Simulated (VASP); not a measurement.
# Ti (P6_3/mmc) in VASP: a series of runs

Ti is run at these levels: PBEsol; tasks: single point.

All numbers are computed with VASP 6.6.1; they aren't measurements. Logs are shortened: lines on timing, memory, paths and dates and some standing lists are left out, and cuts for length are marked.

### Step 1. The cell of the first run

It takes space group P6_3/mmc (No. 194, hexagonal). The conventional cell has a = 2.615 Å, b = 2.615 Å, c = 4.238 Å, α = 90.00°, β = 90.00°, γ = 120.00°. Within 3.4 Å of Ti (site symmetry -6m2) lie 12 Ti at 2.60 to 2.62 Å.

### Step 2. Single point, PBEsol (volume scaled by 0.75)

Input file INCAR:

```
PREC     = Accurate       # precision mode
ENCUT    = 520            # plane-wave cutoff, eV
EDIFF    = 1E-6           # SCF threshold, eV
ISMEAR   = -1             # smearing method
SIGMA    = 0.08           # smearing width, eV
LREAL    = F              # projectors in reciprocal space
LASPH    = T              # aspherical terms in the spheres
NELM     = 100            # most SCF steps
ALGO     = Normal         # electronic algorithm
ISIF     = 2              # what is computed and relaxed
LWAVE    = F              # write WAVECAR
LCHARG   = F              # write CHGCAR
GGA      = PS             # functional
NBANDS   = 19             # bands
```

Input file KPOINTS:

```
Automatic mesh
0
Gamma
  17 17 9
```

Input file POSCAR:

```
Ti
1.0
    2.6150797995      0.0000000000      0.0000000000
   -1.3075398998      2.2647255393      0.0000000000
    0.0000000000      0.0000000000      4.2383999123
Ti
2
Direct
    0.3333333333      0.6666666667      0.2500000000
    0.6666666667      0.3333333333      0.7500000000
```

Potentials or basis: VASP PAW PBE potentials, release 64 (Ti_sv).

On the command line:

```console
> cat potpaw_PBE.64/Ti_sv/POTCAR > POTCAR
> mpirun -np 1 vasp_std > vasp.out
```

OUTCAR:

```text
PREC = Accurate
   ENCUT = 520
   EDIFF = 1E-6
   ISMEAR = -1
   LREAL = F
   LASPH = T
   NELM = 100
   ISIF = 2
   GGA = PS

 ion  position               nearest neighbor table
   1  0.333  0.667  0.250-   2 2.60   2 2.60   2 2.60   2 2.60   2 2.60   2 2.60
   2  0.667  0.333  0.750-   1 2.60   1 2.60   1 2.60   1 2.60   1 2.60   1 2.60

  LATTYP: Found a hexagonal cell.
 ALAT       =     2.6150797995
 C/A-ratio  =     1.6207535667

  Lattice vectors:

 A1 = (   2.6150797995,   0.0000000000,   0.0000000000)
 A2 = (  -1.3075398998,   2.2647255393,   0.0000000000)
 A3 = (   0.0000000000,   0.0000000000,   4.2383999123)

Analysis of symmetry for initial positions (statically):
=====================================================================
 Subroutine PRICEL returns:
 Original cell was already a primitive cell.

 Routine SETGRP: Setting up the symmetry group for a
 hexagonal supercell.

 Subroutine GETGRP returns: Found 24 space group operations
 (whereof 12 operations were pure point group operations)
 out of a pool of 24 trial point group operations.

The static configuration has the point symmetry D_3d.
 The point group associated with its full space group is D_6h.

Analysis of symmetry for dynamics (positions and initial velocities):
=====================================================================
 Subroutine PRICEL returns:
 Original cell was already a primitive cell.

 Routine SETGRP: Setting up the symmetry group for a
 hexagonal supercell.

 Subroutine GETGRP returns: Found 24 space group operations
 (whereof 12 operations were pure point group operations)
 out of a pool of 24 trial point group operations.

The dynamic configuration has the point symmetry D_3d.
 The point group associated with its full space group is D_6h.

 Subroutine INISYM returns: Found 24 space group operations
 (whereof 12 operations are pure point group operations),
 and found     1 'primitive' translations

----------------------------------------------------------------------------------------

                                     Primitive cell

  volume of cell :      25.1017

  direct lattice vectors                    reciprocal lattice vectors
     2.615079800  0.000000000  0.000000000     0.382397509  0.220777305  0.000000000
    -1.307539900  2.264725539  0.000000000     0.000000000  0.441554609  0.000000000
     0.000000000  0.000000000  4.238399912     0.000000000  0.000000000  0.235938095

  length of vectors
     2.615079800  2.615079800  4.238399912     0.441554609  0.441554609  0.235938095

  position of ions in fractional coordinates (direct lattice)
     0.333333333  0.666666667  0.250000000
     0.666666667  0.333333333  0.750000000

  ion indices of the primitive-cell ions
   primitive index   ion index
                 1           1
                 2           2

----------------------------------------------------------------------------------------

 KPOINTS: Automatic mesh

Automatic generation of k-mesh.
 Grid dimensions read from file:
 generate k-points for:   17   17    9

 Generating k-lattice:

  Cartesian coordinates                     Fractional coordinates (reciprocal lattice)
     0.022493971  0.012986900  0.000000000     0.058823529 -0.000000000  0.000000000
     0.000000000  0.025973801  0.000000000     0.000000000  0.058823529  0.000000000
     0.000000000  0.000000000  0.026215344     0.000000000  0.000000000  0.111111111

  Length of vectors
     0.025973801  0.025973801  0.026215344

  Shift w.r.t. Gamma in fractional coordinates (k-lattice)
     0.000000000  0.000000000  0.000000000

 Subroutine IBZKPT returns following result:
 ===========================================

 Found    165 irreducible k-points:

 Following reciprocal coordinates:
            Coordinates               Weight
  0.000000  0.000000  0.000000      1.000000
  0.058824  0.000000  0.000000      6.000000
  0.117647 -0.000000  0.000000      6.000000
  0.176471 -0.000000  0.000000      6.000000
  0.235294 -0.000000  0.000000      6.000000
  0.294118  0.000000  0.000000      6.000000
[... 16 lines left out ...]
  0.411765  0.117647  0.000000     12.000000
  0.176471  0.176471  0.000000      6.000000
 [... further k-points ...]
   k-points           NKPTS =    165   k-points in BZ     NKDIM =    165   number of bands    NBANDS=     19
   number of dos      NEDOS =    301   number of ions     NIONS =      2
   total plane-waves  NPLWV =  12800
   dimension x,y,z NGX =    20 NGY =   20 NGZ =   32
   dimension x,y,z NGXF=    40 NGYF=   40 NGZF=   64
   ions per type =               2
   NGX,Y,Z   is equivalent  to a cutoff of  12.71, 12.71, 12.55 a.u.
   NGXF,Y,Z  is equivalent  to a cutoff of  25.43, 25.43, 25.10 a.u.
 SYSTEM =  unknown system
   PREC   = accura    normal or accurate (medium, high low for compatibility)
   ISTART =      0    job   : 0-new  1-cont  2-samecut
   ICHARG =      2    charge: 1-file 2-atom 10-const
   ISPIN  =      1    spin polarized calculation?
   LNONCOLLINEAR =      F non collinear calculations
   LSORBIT =      F    spin-orbit coupling
   LASPH  =      T    aspherical Exc in radial PAW
   ENCUT  =  520.0 eV  38.22 Ry    6.18 a.u.   4.86  4.86  7.88*2*pi/ulx,y,z
   NELM   =    100;   NELMIN=  2; NELMDL= -5     # of ELM steps
   EDIFF  = 0.1E-05   stopping-criterion for ELM
   LREAL  =      F    real-space projection
   EDIFFG = 0.1E-04   stopping-criterion for IOM
   NSW    =      0    number of steps for IOM
   IBRION =     -1    ionic relax: 0-MD 1-quasi-New 2-CG
   NFREE  =      0    steps in history (QN), initial steepest desc. (CG)
   ISIF   =      2    stress and relaxation
   ISYM   =      2    0-nonsym 1-usesym 2-fastsym
   POTIM  = 0.5000    time-step for ionic-motion
   TEBEG  =    0.0;   TEEND  =   0.0 temperature during run
   PSTRESS=    0.0 pullay stress
   NELECT =      24.0000    total number of electrons
   NUPDOWN=      -1.0000    fix difference up-down
   EMIN   =  10.00;   EMAX   =-10.00  energy-range for DOS
   EFERMI =   0.00;   METHOD = LEGACY
   ISMEAR =    -1;   SIGMA  =   0.08  broadening in eV -4-tet -1-fermi 0-gaus
   EFERMI_NEDOS =   21; number of points for ismear=-14 and -15
   IALGO  =     38    algorithm
   IMIX   =      4    mixing-type and parameters
     AMIX     =   0.40;   BMIX     =  1.00
     AMIX_MAG =   1.60;   BMIX_MAG =  1.00
  volume/ion in A,a.u.               =      12.55        84.70
  Fermi-wavevector in a.u.,A,eV,Ry     =   1.612790  3.047731 35.389989  2.601091
  Thomas-Fermi vector in A             =   2.707963
   LORBIT       =      0    0 simple, 1 ext, 2 COOP (PROOUT), +10 PAW based schemes
   GGA     = PS    functional components
   LHFCALC =     F    Hartree Fock is set to
   AEXX    =    0.0000 exact exchange contribution
   IVDW    =     0    specifies the selected vdW correction
   LEPSILON=     F    determine dielectric tensor
   LRPA    =     F    only Hartree local field effects (RPA)
 non-spin polarized calculation
  energy-cutoff  :      520.00
  volume of cell :       25.10
 maximum number of plane-waves:       694
 NGX is ok and might be reduce to    20
   NGX =  9   NGY =  9   NGZ = 15

 number of electron      23.9999989 magnetization

 Free energy of the ion-electron system (eV)
  ---------------------------------------------------
  ext. energy  EPLUGINS =         0.00000000
  ---------------------------------------------------
  free energy    TOTEN  =       -15.55983748 eV

  energy without entropy =      -15.52074379  energy(sigma->0) =      -15.54029064

 E-fermi :  12.0858     XC(G=0): -13.2817

 val. band max:       12.0507610809   @ k =   0.2941   0.2941   0.3333
 cond. band min:      12.0887517598   @ k =   0.0000   0.0000   0.4444
 fundamental gap:      0.0379906789
 Fermi energy:        12.0857678559

 k-point     1 :       0.0000    0.0000    0.0000
  band No.  band energies     occupation
      1     -44.1550      2.00000
      2     -43.7059      2.00000
      3     -21.3240      2.00000
      4     -19.6489      2.00000
      5     -19.6489      2.00000
      6     -19.4632      2.00000
[... 11 lines left out ...]
     18      14.4723      0.00000
     19      16.6817      0.00000

 k-point     2 :       0.0588    0.0000    0.0000
  band No.  band energies     occupation
      1     -44.1425      2.00000
      2     -43.6999      2.00000
      3     -21.3031      2.00000
      4     -19.6975      2.00000
      5     -19.6642      2.00000
      6     -19.4712      2.00000
[... 11 lines left out ...]
     18      14.3817      0.00000
     19      16.7320      0.00000

 k-point     3 :       0.1176   -0.0000    0.0000
  band No.  band energies     occupation
      1     -44.1064      2.00000
      2     -43.6831      2.00000
      3     -21.2420      2.00000
      4     -19.8368      2.00000
      5     -19.7067      2.00000
      6     -19.6114      2.00000
[... 11 lines left out ...]
     18      14.1865      0.00000
     19      16.8529      0.00000

 k-point     4 :       0.1765   -0.0000    0.0000
  band No.  band energies     occupation
      1     -44.0502      2.00000
      2     -43.6585      2.00000
      3     -21.1448      2.00000
      4     -20.0481      2.00000
      5     -19.8170      2.00000
      6     -19.7686      2.00000
[... 11 lines left out ...]
     18      14.5766      0.00000
     19      16.9911      0.00000

 k-point     5 :       0.2353   -0.0000    0.0000
  band No.  band energies     occupation
      1     -43.9798      2.00000
      2     -43.6306      2.00000
      3     -21.0186      2.00000
      4     -20.3022      2.00000
      5     -20.0550      2.00000
      6     -19.8403      2.00000
[... 11 lines left out ...]
     18      15.1618      0.00000
     19      17.1120      0.00000

 k-point     6 :       0.2941    0.0000    0.0000
  band No.  band energies     occupation
      1     -43.9027      2.00000
      2     -43.6049      2.00000
      3     -20.8730      2.00000
      4     -20.5635      2.00000
      5     -20.2920      2.00000
      6     -19.9119      2.00000
[... 11 lines left out ...]
     18      15.8215      0.00000
     19      17.2025      0.00000

 k-point     7 :       0.3529    0.0000    0.0000
  band No.  band energies     occupation
      1     -43.8279      2.00000
      2     -43.5865      2.00000
      3     -20.7962      2.00000
      4     -20.7215      2.00000
      5     -20.4985      2.00000
      6     -19.9745      2.00000
[... 11 lines left out ...]
     18      16.4825      0.00000
     19      17.2626      0.00000

 k-point     8 :       0.4118    0.0000    0.0000
  band No.  band energies     occupation
      1     -43.7653      2.00000
      2     -43.5782      2.00000
      3     -20.9697      2.00000
      4     -20.6506      2.00000
      5     -20.5835      2.00000
      6     -20.0206      2.00000
[... 256 lines left out ...]
 k-point    20 :       0.2353    0.1176    0.0000
  band No.  band energies     occupation
      1     -43.8783      2.00000
      2     -43.5978      2.00000
      3     -20.8254      2.00000
      4     -20.5487      2.00000
      5     -20.3791      2.00000
      6     -19.9385      2.00000
[... 11 lines left out ...]
     18      16.5001      0.00000
     19      17.0663      0.00000

 k-point    21 :       0.2941    0.1176    0.0000
  band No.  band energies     occupation
      1     -43.8067      2.00000
      2     -43.5822      2.00000
      3     -20.7630      2.00000
      4     -20.6772      2.00000
      5     -20.5214      2.00000
      6     -20.0380      2.00000
[... 11 lines left out ...]
     18      17.0968      0.00000
     19      17.3485      0.00000

 k-point    22 :       0.3529    0.1176    0.0000
  band No.  band energies     occupation
      1     -43.7464      2.00000
      2     -43.5765      2.00000
      3     -20.9223      2.00000
      4     -20.6271      2.00000
      5     -20.5404      2.00000
      6     -20.1126      2.00000
[... 11 lines left out ...]
     18      17.1135      0.00000
     19      18.1963      0.00000

 k-point    23 :       0.4118    0.1176    0.0000
  band No.  band energies     occupation
      1     -43.7092      2.00000
      2     -43.5780      2.00000
      3     -21.0068      2.00000
      4     -20.6836      2.00000
      5     -20.4479      2.00000
      6     -20.1522      2.00000
[... 11 lines left out ...]
     18      17.1204      0.00000
     19      18.9520      0.00000

 k-point    24 :       0.1765    0.1765    0.0000
  band No.  band energies     occupation
      1     -43.8852      2.00000
      2     -43.5995      2.00000
      3     -20.8391      2.00000
      4     -20.4398      2.00000
      5     -20.4295      2.00000
      6     -19.9157      2.00000
[... 11 lines left out ...]
     18      16.5103      0.00000
     19      17.0044      0.00000

 [... further k-points ...]
[... 5 lines left out ...]
  --------------------------------------------------------------------------------------
  -------------------------------------------------------------------------------------
  Total        8.3809524      8.3809524      8.4005798     -0.0000000     -0.0000000     -0.0000000
  in kB      534.9356012    534.9356012    536.1883655     -0.0000000     -0.0000000     -0.0000000
  external PRESSURE =     535.3531893 kB  Pullay stress =       0.0000000 kB

 VOLUME and BASIS-vectors are now :
 -----------------------------------------------------------------------------
  energy-cutoff  :      520.00
  volume of cell :       25.10
      direct lattice vectors                 reciprocal lattice vectors
     2.615079800  0.000000000  0.000000000     0.382397509  0.220777305  0.000000000
    -1.307539900  2.264725539  0.000000000     0.000000000  0.441554609  0.000000000
     0.000000000  0.000000000  4.238399912     0.000000000  0.000000000  0.235938095

 POSITION                                       TOTAL-FORCE (eV/Angst)
 -----------------------------------------------------------------------------------
     -0.00000      1.50982      1.05960         0.000000     -0.000000      0.000000
      1.30754      0.75491      3.17880        -0.000000      0.000000      0.000000
 -----------------------------------------------------------------------------------
    total drift:                               -0.000000      0.000000     -0.000000

  FREE ENERGIE OF THE ION-ELECTRON SYSTEM (eV)
  ---------------------------------------------------
  free  energy   TOTEN  =       -15.5598374783 eV

  energy  without entropy=      -15.5207437928  energy(sigma->0) =      -15.54029064
```

Run time: 80 s. Hardware: 1 thread of Intel Xeon 8259CL, shared host; peak memory 0.18 GiB.

Results:

- Free energy: -15.5598 eV
- Pressure: 53.5 GPa
- Band gap on the k mesh: zero (band 12 reaches 13.11 eV, above the bottom of band 13 at 11.79 eV)

Stress tensor (GPa, compression positive):
```
53.49  0.00  0.00
 0.00 53.49  0.00
 0.00  0.00 53.62
```

Caveat: the PAW data sets were made with another functional, which shifts forces and pressure a little.

### Step 3. Single point, PBEsol (volume scaled by 0.85)

Input file INCAR:

```
ALGO = Normal
EDIFF = 1E-6
ENCUT = 520
GGA = PS
ISIF = 2
ISMEAR = -1
LASPH = T
LCHARG = F
LREAL = F
LWAVE = F
NBANDS = 19
NELM = 60
PREC = Accurate
SIGMA = 0.08
```

Input file KPOINTS:

```
k-points
0
Gamma
  17 17 9
```

Input file POSCAR:

```
Ti
1.0
    2.7412127318      0.0000000000      0.0000000000
   -1.3706063659      2.3739598629      0.0000000000
    0.0000000000      0.0000000000      4.3716361208
Ti
2
Direct
    0.3333333333      0.6666666667      0.2500000000
    0.6666666667      0.3333333333      0.7500000000
```

Potentials or basis: VASP PAW PBE potentials, release 64 (Ti_sv).

On the command line:

```console
> cat potpaw_PBE.64/Ti_sv/POTCAR > POTCAR
> mpirun -np 1 vasp_std > vasp.out
```

OUTCAR:

```text
EDIFF = 1E-6
   ENCUT = 520
   GGA = PS
   ISIF = 2
   ISMEAR = -1
   LASPH = T
   LREAL = F
   NELM = 60
   PREC = Accurate

 ion  position               nearest neighbor table
   1  0.333  0.667  0.250-   2 2.70   2 2.70   2 2.70   2 2.70   2 2.70   2 2.70
   2  0.667  0.333  0.750-   1 2.70   1 2.70   1 2.70   1 2.70   1 2.70   1 2.70

  LATTYP: Found a hexagonal cell.
 ALAT       =     2.7412127318
 C/A-ratio  =     1.5947817804

  Lattice vectors:

 A1 = (   2.7412127318,   0.0000000000,   0.0000000000)
 A2 = (  -1.3706063659,   2.3739598629,   0.0000000000)
 A3 = (   0.0000000000,   0.0000000000,   4.3716361208)

Analysis of symmetry for initial positions (statically):
=====================================================================
 Subroutine PRICEL returns:
 Original cell was already a primitive cell.

 Routine SETGRP: Setting up the symmetry group for a
 hexagonal supercell.

 Subroutine GETGRP returns: Found 24 space group operations
[... 152 lines left out ...]
  volume of cell :       28.45
 maximum number of plane-waves:       782
   NGX = 11   NGY = 11   NGZ = 17

 number of electron      24.0000003 magnetization

 Free energy of the ion-electron system (eV)
  ---------------------------------------------------
  ext. energy  EPLUGINS =         0.00000000
  ---------------------------------------------------
  free energy    TOTEN  =       -16.35860942 eV

  energy without entropy =      -16.31804720  energy(sigma->0) =      -16.33832831

 E-fermi :  10.4725     XC(G=0): -12.6250

 val. band max:       10.4522951445   @ k =   0.1765  -0.0000   0.3333
 cond. band min:      10.4814405072   @ k =   0.3529   0.2941   0.3333
 fundamental gap:      0.0291453627
 Fermi energy:        10.4725025652

 k-point     1 :       0.0000    0.0000    0.0000
  band No.  band energies     occupation
      1     -45.8562      2.00000
      2     -45.5577      2.00000
      3     -22.8191      2.00000
      4     -21.6447      2.00000
      5     -21.6447      2.00000
      6     -21.4947      2.00000
[... 505 lines left out ...]
      6     -21.8122      2.00000
[... 11 lines left out ...]
     18      14.2701      0.00000
     19      14.7984      0.00000

 [... further k-points ...]
[... 5 lines left out ...]
  --------------------------------------------------------------------------------------
  -------------------------------------------------------------------------------------
  Total        4.4012521      4.4012521      4.4045137     -0.0000000      0.0000000      0.0000000
  in kB      247.8715673    247.8715673    248.0552538     -0.0000000      0.0000000      0.0000000
  external PRESSURE =     247.9327961 kB  Pullay stress =       0.0000000 kB

 VOLUME and BASIS-vectors are now :
 -----------------------------------------------------------------------------
  energy-cutoff  :      520.00
  volume of cell :       28.45
      direct lattice vectors                 reciprocal lattice vectors
     2.741212732  0.000000000  0.000000000     0.364802041  0.210618557  0.000000000
    -1.370606366  2.373959863  0.000000000     0.000000000  0.421237113  0.000000000
     0.000000000  0.000000000  4.371636121     0.000000000  0.000000000  0.228747309

 POSITION                                       TOTAL-FORCE (eV/Angst)
 -----------------------------------------------------------------------------------
     -0.00000      1.58264      1.09291        -0.000000     -0.000000      0.000000
      1.37061      0.79132      3.27873         0.000000      0.000000      0.000000
 -----------------------------------------------------------------------------------
    total drift:                               -0.000000      0.000000     -0.000000

  FREE ENERGIE OF THE ION-ELECTRON SYSTEM (eV)
  ---------------------------------------------------
  free  energy   TOTEN  =       -16.3586094213 eV

  energy  without entropy=      -16.3180472000  energy(sigma->0) =      -16.33832831
```

It took 92 s on 1 thread of Intel Xeon 8259CL, shared host; peak memory 0.2 GiB.

What came out:

| Quantity | Value |
| --- | --- |
| Free energy | -16.3586 eV |
| Pressure | 24.8 GPa |
| Band gap on the k mesh | zero (band 12 reaches 11.44 eV, above the bottom of band 13 at 10.24 eV) |

Caveat: the PAW data sets were made with another functional, which shifts forces and pressure a little.
